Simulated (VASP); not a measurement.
# BaZrO3 in VASP: further runs

The runs below take BaZrO3 through single point, with PBE.

All numbers are computed with VASP 6.6.1; they aren't measurements. Logs are shortened: lines on timing, memory, paths and dates and some standing lists are left out, and cuts for length are marked.

### 1 The cell of the first run

Symmetry: Pm-3m, No. 221, cubic system. The conventional cell has a = 4.205 Å, b = 4.205 Å, c = 4.205 Å, α = 90.00°, β = 90.00°, γ = 90.00°. Ba (site symmetry m-3m) has 12 O at 2.97 Å and 8 Zr at 3.64 Å within 3.9 Å. Within 2.8 Å of Zr (site symmetry m-3m) lie 6 O at 2.10 Å. O (site symmetry 4/mmm) has 2 Zr at 2.10 Å within 2.8 Å.

### 2 Single point, PBE

INCAR

```
  PREC = Accurate
  ENCUT = 520
  EDIFF = 1E-7
  ISMEAR = -1
  SIGMA = 0.02
  LREAL = F
  LASPH = T
  NELM = 100
  ALGO = Normal
  ISIF = 2
  LWAVE = F
  LCHARG = T
  GGA = PE
  LELF = T
  LVHAR = T
  NBANDS = 28
```

KPOINTS

```
regular mesh
0
Gamma
  6 6 6
```

POSCAR

```
BaZrO3
1.0
    4.2053549142      0.0000000000      0.0000000000
    0.0000000000      4.2053549142      0.0000000000
    0.0000000000      0.0000000000      4.2053549142
Ba Zr O
1 1 3
Direct
    0.0000000000      0.0000000000      0.0000000000
    0.5000000000      0.5000000000      0.5000000000
    0.5000000000      0.5000000000      0.0000000000
    0.5000000000      0.0000000000      0.5000000000
    0.0000000000      0.5000000000      0.5000000000
```

Potentials or basis: VASP PAW PBE potentials, release 64 (Ba_sv, Zr_sv, O).

On the command line:

```console
> cat potpaw_PBE.64/Ba_sv/POTCAR potpaw_PBE.64/Zr_sv/POTCAR potpaw_PBE.64/O/POTCAR > POTCAR
> mpirun -np 1 vasp_std > vasp.out
```

OUTCAR:

```text
PREC = Accurate
   ENCUT = 520
   EDIFF = 1E-7
   ISMEAR = -1
   LREAL = F
   LASPH = T
   NELM = 100
   ISIF = 2
   GGA = PE

 ion  position               nearest neighbor table
   1  0.000  0.000  0.000-   3 2.97   4 2.97   5 2.97   4 2.97   5 2.97   3 2.97   5 2.97   5 2.97
                             3 2.97   4 2.97   4 2.97   3 2.97   2 3.64   2 3.64   2 3.64   2 3.64
   2  0.500  0.500  0.500-   3 2.10   4 2.10   5 2.10   3 2.10   4 2.10   5 2.10   1 3.64   1 3.64
                             1 3.64   1 3.64   1 3.64   1 3.64   1 3.64   1 3.64
   3  0.500  0.500  0.000-   2 2.10   2 2.10   1 2.97   1 2.97   1 2.97   1 2.97
   4  0.500  0.000  0.500-   2 2.10   2 2.10   1 2.97   1 2.97   1 2.97   1 2.97
   5  0.000  0.500  0.500-   2 2.10   2 2.10   1 2.97   1 2.97   1 2.97   1 2.97

  LATTYP: Found a simple cubic cell.
 ALAT       =     4.2053549142

  Lattice vectors:

 A1 = (   4.2053549142,   0.0000000000,   0.0000000000)
 A2 = (   0.0000000000,   4.2053549142,   0.0000000000)
 A3 = (   0.0000000000,   0.0000000000,   4.2053549142)

Analysis of symmetry for initial positions (statically):
=====================================================================
 Subroutine PRICEL returns:
 Original cell was already a primitive cell.

 Routine SETGRP: Setting up the symmetry group for a
 simple cubic supercell.

 Subroutine GETGRP returns: Found 48 space group operations
 (whereof 48 operations were pure point group operations)
 out of a pool of 48 trial point group operations.

The static configuration has the point symmetry O_h .

Analysis of symmetry for dynamics (positions and initial velocities):
=====================================================================
 Subroutine PRICEL returns:
 Original cell was already a primitive cell.

 Routine SETGRP: Setting up the symmetry group for a
 simple cubic supercell.

 Subroutine GETGRP returns: Found 48 space group operations
 (whereof 48 operations were pure point group operations)
 out of a pool of 48 trial point group operations.

The dynamic configuration has the point symmetry O_h .

 Subroutine INISYM returns: Found 48 space group operations
 (whereof 48 operations are pure point group operations),
 and found     1 'primitive' translations

----------------------------------------------------------------------------------------

                                     Primitive cell

  volume of cell :      74.3717

  direct lattice vectors                    reciprocal lattice vectors
     4.205354914  0.000000000  0.000000000     0.237792058  0.000000000  0.000000000
     0.000000000  4.205354914  0.000000000     0.000000000  0.237792058  0.000000000
     0.000000000  0.000000000  4.205354914     0.000000000  0.000000000  0.237792058

  length of vectors
     4.205354914  4.205354914  4.205354914     0.237792058  0.237792058  0.237792058

  position of ions in fractional coordinates (direct lattice)
     0.000000000  0.000000000  0.000000000
     0.500000000  0.500000000  0.500000000
     0.500000000  0.500000000  0.000000000
     0.500000000  0.000000000  0.500000000
     0.000000000  0.500000000  0.500000000

  ion indices of the primitive-cell ions
   primitive index   ion index
                 1           1
                 2           2
                 3           3
                 4           4
                 5           5

----------------------------------------------------------------------------------------

 KPOINTS: regular mesh

Automatic generation of k-mesh.
 Grid dimensions read from file:
 generate k-points for:    6    6    6

 Generating k-lattice:

  Cartesian coordinates                     Fractional coordinates (reciprocal lattice)
     0.039632010  0.000000000  0.000000000     0.166666667  0.000000000  0.000000000
     0.000000000  0.039632010  0.000000000     0.000000000  0.166666667  0.000000000
     0.000000000  0.000000000  0.039632010     0.000000000  0.000000000  0.166666667

  Length of vectors
     0.039632010  0.039632010  0.039632010

  Shift w.r.t. Gamma in fractional coordinates (k-lattice)
     0.000000000  0.000000000  0.000000000

 Subroutine IBZKPT returns following result:
 ===========================================

 Found     20 irreducible k-points:

 Following reciprocal coordinates:
            Coordinates               Weight
  0.000000  0.000000  0.000000      1.000000
  0.166667  0.000000  0.000000      6.000000
  0.333333  0.000000  0.000000      6.000000
  0.500000  0.000000  0.000000      3.000000
  0.166667  0.166667  0.000000     12.000000
  0.333333  0.166667  0.000000     24.000000
[... 12 lines left out ...]
  0.500000  0.500000  0.333333      6.000000
  0.500000  0.500000  0.500000      1.000000
   k-points           NKPTS =     20   k-points in BZ     NKDIM =     20   number of bands    NBANDS=     28
   number of dos      NEDOS =    301   number of ions     NIONS =      5
   total plane-waves  NPLWV =  32768
[... 64 lines left out ...]

 val. band max:        3.7179086654   @ k =   0.5000   0.5000   0.5000
 cond. band min:       6.8853003427   @ k =   0.0000   0.0000   0.0000
 fundamental gap:      3.1673916773
 Fermi energy:         4.1906375325

 k-point     1 :       0.0000    0.0000    0.0000
  band No.  band energies     occupation
      1     -43.3637      2.00000
      2     -21.6285      2.00000
      3     -21.5112      2.00000
      4     -21.5112      2.00000
      5     -21.5112      2.00000
      6     -12.6366      2.00000
[... 20 lines left out ...]
     27      11.0595      0.00000
     28      11.0595      0.00000

 k-point     2 :       0.1667    0.0000    0.0000
  band No.  band energies     occupation
      1     -43.3629      2.00000
      2     -21.7080      2.00000
      3     -21.5096      2.00000
      4     -21.5096      2.00000
      5     -21.4781      2.00000
      6     -12.6402      2.00000
[... 20 lines left out ...]
     27      11.0604      0.00000
     28      11.8489      0.00000

 k-point     3 :       0.3333    0.0000    0.0000
  band No.  band energies     occupation
      1     -43.3613      2.00000
      2     -21.8356      2.00000
      3     -21.5063      2.00000
      4     -21.5063      2.00000
      5     -21.4385      2.00000
      6     -12.7387      2.00000
[... 20 lines left out ...]
     27      11.2733      0.00000
     28      11.4624      0.00000

 k-point     4 :       0.5000    0.0000    0.0000
  band No.  band energies     occupation
      1     -43.3605      2.00000
      2     -21.8938      2.00000
      3     -21.5047      2.00000
      4     -21.5047      2.00000
      5     -21.4221      2.00000
      6     -12.7954      2.00000
[... 20 lines left out ...]
     27      11.0389      0.00000
     28      12.1705      0.00000

 k-point     5 :       0.1667    0.1667    0.0000
  band No.  band energies     occupation
      1     -43.3621      2.00000
      2     -21.7254      2.00000
      3     -21.5712      2.00000
      4     -21.5080      2.00000
      5     -21.4461      2.00000
      6     -12.5901      2.00000
[... 20 lines left out ...]
     27      11.4948      0.00000
     28      11.7805      0.00000

 k-point     6 :       0.3333    0.1667    0.0000
  band No.  band energies     occupation
      1     -43.3605      2.00000
      2     -21.8120      2.00000
      3     -21.5807      2.00000
      4     -21.5048      2.00000
      5     -21.4392      2.00000
      6     -12.6284      2.00000
[... 339 lines left out ...]
      5     -21.4937      2.00000
      6     -11.8750      2.00000
[... 20 lines left out ...]
     27      11.9537      0.00000
     28      11.9537      0.00000

 k-point    18 :       0.5000    0.3333    0.3333
  band No.  band energies     occupation
      1     -43.3558      2.00000
      2     -21.7514      2.00000
      3     -21.6804      2.00000
      4     -21.6786      2.00000
      5     -21.5090      2.00000
      6     -11.8172      2.00000
[... 20 lines left out ...]
     27      11.9163      0.00000
     28      12.5956      0.00000

 k-point    19 :       0.5000    0.5000    0.3333
  band No.  band energies     occupation
      1     -43.3550      2.00000
      2     -21.7362      2.00000
      3     -21.7362      2.00000
      4     -21.6774      2.00000
      5     -21.5139      2.00000
      6     -11.7233      2.00000
[... 20 lines left out ...]
     27      12.1742      0.00000
     28      12.9158      0.00000

 k-point    20 :       0.5000    0.5000    0.5000
  band No.  band energies     occupation
      1     -43.3542      2.00000
      2     -21.7339      2.00000
      3     -21.7339      2.00000
      4     -21.7339      2.00000
      5     -21.5052      2.00000
      6     -11.4500      2.00000
[... 20 lines left out ...]
     27      12.7963      0.00000
     28      12.7963      0.00000

------------------------ aborting loop because EDIFF is reached ----------------------------------------

  FORCE on cell =-STRESS in cart. coord.  units (eV):
  Direction    XX          YY          ZZ          XY          YZ          ZX
  --------------------------------------------------------------------------------------
  -------------------------------------------------------------------------------------
  Total        1.5849116      1.5849116      1.5849116      0.0000000      0.0000000      0.0000000
  in kB       34.1434714     34.1434714     34.1434714      0.0000000      0.0000000      0.0000000
  external PRESSURE =      34.1434714 kB  Pullay stress =       0.0000000 kB

 VOLUME and BASIS-vectors are now :
 -----------------------------------------------------------------------------
  energy-cutoff  :      520.00
  volume of cell :       74.37
      direct lattice vectors                 reciprocal lattice vectors
     4.205354914  0.000000000  0.000000000     0.237792058  0.000000000  0.000000000
     0.000000000  4.205354914  0.000000000     0.000000000  0.237792058  0.000000000
     0.000000000  0.000000000  4.205354914     0.000000000  0.000000000  0.237792058

 POSITION                                       TOTAL-FORCE (eV/Angst)
 -----------------------------------------------------------------------------------
      0.00000      0.00000      0.00000         0.000000      0.000000      0.000000
      2.10268      2.10268      2.10268         0.000000      0.000000      0.000000
      2.10268      2.10268      0.00000         0.000000      0.000000      0.000000
      2.10268      0.00000      2.10268         0.000000      0.000000      0.000000
      0.00000      2.10268      2.10268         0.000000      0.000000      0.000000
 -----------------------------------------------------------------------------------
    total drift:                                0.000000     -0.000000     -0.000000

  FREE ENERGIE OF THE ION-ELECTRON SYSTEM (eV)
  ---------------------------------------------------
  free  energy   TOTEN  =       -41.7066260511 eV

  energy  without entropy=      -41.7066260511  energy(sigma->0) =      -41.70662605
```

Wall time 20 s (1 thread of Intel Xeon Platinum 8488C (Sapphire Rapids), shared host); peak memory 0.19 GiB.

Results:

| Item | Value |
| --- | --- |
| Free energy | -41.7066 eV |
| Pressure | 3.4 GPa |
| Band gap on the k mesh | 3.17 eV, indirect (least direct gap 3.40 eV) |

Caveat: spin-orbit coupling is left out, which moves the levels of the heavy elements.

### 3 Single point, PBE (epitaxial xy strain +1.0%)

INCAR

```
ALGO = Normal
EDIFF = 1E-7
ENCUT = 520
GGA = PE
ISIF = 2
ISMEAR = -1
LASPH = True
LCHARG = False
LREAL = False
LWAVE = False
NBANDS = 28
NELM = 60
PREC = Accurate
SIGMA = 0.02
```

KPOINTS

```
k-points
0
Gamma
  6 6 6
```

POSCAR, as its differences from that of step 2:

```diff
@@ -2,5 +2,5 @@
 1.0
-    4.2053549142      0.0000000000      0.0000000000
-    0.0000000000      4.2053549142      0.0000000000
-    0.0000000000      0.0000000000      4.2053549142
+    4.2474084633      0.0000000000      0.0000000000
+    0.0000000000      4.2474084633      0.0000000000
+    0.0000000000      0.0000000000      4.1830309927
 Ba Zr O
```

Potentials or basis: VASP PAW PBE potentials, release 64 (Ba_sv, Zr_sv, O).

On the command line:

```console
> cat potpaw_PBE.64/Ba_sv/POTCAR potpaw_PBE.64/Zr_sv/POTCAR potpaw_PBE.64/O/POTCAR > POTCAR
> mpirun -np 1 vasp_std > vasp.out
```

Run time: 36 s. Hardware: 1 thread of Intel Xeon Platinum 8488C (Sapphire Rapids), shared host; peak memory 0.22 GiB.

The run converged. Its results:

```yaml
Free_energy: -41.7149 eV
Pressure: 1.2 GPa
Band_gap_on_the_k_mesh: 3.08 eV, indirect (least direct gap 3.32 eV)
```

Stress tensor (GPa, compression positive):
```
0.02 0.00 0.00
0.00 0.02 0.00
0.00 0.00 3.42
```

Levels at points of the mesh, in eV from the valence-band top:
| k point | band 16 | band 17 | band 18 | band 19 | band 20 | band 21 | band 22 | band 23 | band 24 | band 25 |
| --- | --- | --- | --- | --- | --- | --- | --- | --- | --- | --- |
| (0.00, 0.00, 0.00) | -0.97 | -0.92 | -0.27 | -0.27 | -0.24 | 3.08 | 3.15 | 3.15 | 4.55 | 4.67 |
| (0.50, 0.00, 0.00) | -1.66 | -1.64 | -1.62 | -0.50 | -0.48 | 3.56 | 5.48 | 5.49 | 6.26 | 6.54 |
| (0.50, 0.50, 0.00) | -2.27 | -1.01 | -1.01 | -0.82 | -0.10 | 5.47 | 5.47 | 6.20 | 6.38 | 7.42 |
| (0.00, 0.00, 0.50) | -1.81 | -1.75 | -1.62 | -0.50 | -0.50 | 3.53 | 5.66 | 5.66 | 6.45 | 6.61 |
| (0.50, 0.00, 0.50) | -2.32 | -0.91 | -0.90 | -0.87 | -0.07 | 5.46 | 5.62 | 6.31 | 6.36 | 7.56 |
| (0.50, 0.50, 0.50) | -2.58 | -2.45 | -0.02 | 0.00 | 0.00 | 5.83 | 5.90 | 5.90 | 6.70 | 6.83 |

Caveat: the cell differs from its parent crystal (epitaxial xy strain +1.0%); spin-orbit coupling is left out, which moves the levels of the heavy elements. A k mesh can miss the band edges.

### 4 Single point, PBE (epitaxial xy strain +2.0%)

INCAR

```
PREC = Accurate
ENCUT = 520
EDIFF = 1E-7
ISMEAR = -1
SIGMA = 0.02
LREAL = False
LASPH = True
NELM = 100
ALGO = Normal
ISIF = 2
LWAVE = False
LCHARG = False
GGA = PE
NBANDS = 28
```

KPOINTS

```
regular mesh
0
Gamma
  6 6 6
```

POSCAR, as its differences from that of step 3:

```diff
@@ -2,5 +2,5 @@
 1.0
-    4.2474084633      0.0000000000      0.0000000000
-    0.0000000000      4.2474084633      0.0000000000
-    0.0000000000      0.0000000000      4.1830309927
+    4.2894620125      0.0000000000      0.0000000000
+    0.0000000000      4.2894620125      0.0000000000
+    0.0000000000      0.0000000000      4.1620531112
 Ba Zr O
```

On the command line:

```console
> cat potpaw_PBE.64/Ba_sv/POTCAR potpaw_PBE.64/Zr_sv/POTCAR potpaw_PBE.64/O/POTCAR > POTCAR
> mpirun -np 1 vasp_std > vasp.out
```

Run time: 36 s. Hardware: 1 thread of Intel Xeon Platinum 8488C (Sapphire Rapids), shared host; peak memory 0.22 GiB.

The run converged. Its results:

| Item | Value |
| --- | --- |
| Free energy | -41.6935 eV |
| Pressure | -0.9 GPa |
| Band gap on the k mesh | 3.00 eV, indirect (least direct gap 3.25 eV) |

Stress tensor (GPa, compression positive):
```
-3.03  0.00  0.00
 0.00 -3.03  0.00
 0.00  0.00  3.42
```

Levels at points of the mesh, in eV from the valence-band top:
```tsv
k point	band 16	band 17	band 18	band 19	band 20	band 21	band 22	band 23	band 24	band 25
(0.00, 0.00, 0.00)	-0.97	-0.87	-0.29	-0.29	-0.24	3.00	3.13	3.13	4.47	4.70
(0.50, 0.00, 0.00)	-1.60	-1.59	-1.57	-0.53	-0.48	3.51	5.31	5.35	6.13	6.45
(0.50, 0.50, 0.00)	-2.17	-1.08	-1.08	-0.83	-0.13	5.33	5.33	6.01	6.32	7.23
(0.00, 0.00, 0.50)	-1.90	-1.71	-1.59	-0.54	-0.54	3.47	5.67	5.67	6.51	6.58
(0.50, 0.00, 0.50)	-2.28	-0.92	-0.88	-0.88	-0.08	5.30	5.61	6.18	6.32	7.49
(0.50, 0.50, 0.50)	-2.62	-2.36	-0.04	0.00	0.00	5.72	5.85	5.85	6.49	6.74
```

Caveat: the cell differs from its parent crystal (epitaxial xy strain +2.0%); spin-orbit coupling is left out, which moves the levels of the heavy elements.

### 5 Single point, PBE (epitaxial xy strain +3.0%)

INCAR

```
PREC     = Accurate       # precision mode
ENCUT    = 520            # plane-wave cutoff, eV
EDIFF    = 1E-6           # SCF threshold, eV
ISMEAR   = -1             # smearing method
SIGMA    = 0.02           # smearing width, eV
LREAL    = F              # projectors in reciprocal space
LASPH    = T              # aspherical terms in the spheres
NELM     = 60             # most SCF steps
ALGO     = Normal         # electronic algorithm
ISIF     = 2              # what is computed and relaxed
LWAVE    = F              # write WAVECAR
LCHARG   = F              # write CHGCAR
GGA      = PE             # functional
NBANDS   = 28             # bands
```

KPOINTS is that of step 4.

POSCAR, as its differences from that of step 4:

```diff
@@ -2,5 +2,5 @@
 1.0
-    4.2894620125      0.0000000000      0.0000000000
-    0.0000000000      4.2894620125      0.0000000000
-    0.0000000000      0.0000000000      4.1620531112
+    4.3315155616      0.0000000000      0.0000000000
+    0.0000000000      4.3315155616      0.0000000000
+    0.0000000000      0.0000000000      4.1434045536
 Ba Zr O
```

On the command line:

```console
> cat potpaw_PBE.64/Ba_sv/POTCAR potpaw_PBE.64/Zr_sv/POTCAR potpaw_PBE.64/O/POTCAR > POTCAR
> mpirun -np 1 vasp_std > vasp.out
```

Wall time 32 s (1 thread of Intel Xeon Platinum 8488C (Sapphire Rapids), shared host); peak memory 0.23 GiB.

Results (log left out):

| Item | Value |
| --- | --- |
| Free energy | -41.6456 eV |
| Pressure | -2.7 GPa |
| Band gap on the k mesh | 2.93 eV, indirect (least direct gap 3.17 eV) |

Stress tensor (GPa, compression positive):
```
-5.79  0.00  0.00
 0.00 -5.79  0.00
 0.00  0.00  3.34
```

Levels at points of the mesh, in eV from the valence-band top:
```csv
k point,band 18,band 19,band 20,band 21,band 22,band 23
"(0.00, 0.00, 0.00)",-0.32,-0.32,-0.25,2.93,3.11,3.11
"(0.50, 0.00, 0.00)",-1.50,-0.55,-0.49,3.47,5.16,5.21
"(0.50, 0.50, 0.00)",-1.14,-0.84,-0.15,5.20,5.20,5.83
"(0.00, 0.00, 0.50)",-1.55,-0.56,-0.56,3.40,5.67,5.67
"(0.50, 0.00, 0.50)",-0.86,-0.86,-0.08,5.16,5.60,6.05
"(0.50, 0.50, 0.50)",-0.06,0.00,0.00,5.62,5.79,5.79
```

Caveat: the cell differs from its parent crystal (epitaxial xy strain +3.0%); spin-orbit coupling is left out, which moves the levels of the heavy elements. A k mesh can miss the band edges.

### 6 The runs side by side

| cell | gap on the mesh (eV) | pressure (GPa) |
| --- | --- | --- |
| a = 4.205 Å, 5 atoms | 3.17 | 3.4 |
| a = 4.247, b = 4.247, c = 4.183 Å, 5 atoms | 3.08 | 1.2 |
| a = 4.289, b = 4.289, c = 4.162 Å, 5 atoms | 3.00 | -0.9 |
| a = 4.332, b = 4.332, c = 4.143 Å, 5 atoms | 2.93 | -2.7 |

Alike in all rows: task single point; level PBE; potentials or basis VASP PAW PBE potentials, release 64 (Ba_sv, Zr_sv, O); no spin polarisation; k mesh 6 × 6 × 6; cutoff (eV) 520; smearing fermi-dirac 0.02 eV.

Caveats: spin-orbit coupling is left out, which moves the levels of the heavy elements.

Total energies depend on the potentials used, so only differences within one code and one set of settings carry meaning.
